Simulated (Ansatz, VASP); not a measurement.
PbF2: VASP beside Ansatz

```xyz
3
Lattice="0.0000 3.0033 3.0033 2.9699 0.0334 2.9699 2.9699 2.9699 0.0334" Properties=species:S:1:pos:R:3 pbc="T T T"
Pb    0.0000    0.0000    0.0000
F     1.4849    1.5016    1.5016
F     4.4548    4.5049    4.5049
```

Change from the starting cell: strain +0.0225 x Voigt [0, 0, 0, 1, 0, 0], atoms carried along.

Alike in both runs: task single point; functional LDA; k mesh 8 × 8 × 8; occupations gaussian, width 0.05 eV; no spin polarisation.

```csv
,VASP,Ansatz
version,VASP 6.6.1,Ansatz 0.2.0
potentials or method,"VASP PAW LDA potentials, release 64 (Pb_d, F), cutoff 520 eV","scalar-relativistic, plane waves, PAW"
valence electrons in the cell,28,28
```

```csv
,VASP,Ansatz,Ansatz less VASP
gap on the k mesh at the Fermi level (eV),4.22,4.26,+0.037
least direct gap on the mesh (eV),4.37,4.42,+0.041
pressure (GPa),-4.9,-4.9,+0.01
"traceless stress, the component that is largest in VASP (GPa)",-0.63,-0.61,+0.019
rms of the force components (eV/Å),0.020,0.019,-0.0011
```

LDA's correlation is that of Perdew and Zunger in VASP and of Perdew and Wang (1992) in Ansatz. Atom by atom the forces differ by 0.001 eV/Å (rms over components).

Spin-orbit coupling is off throughout.
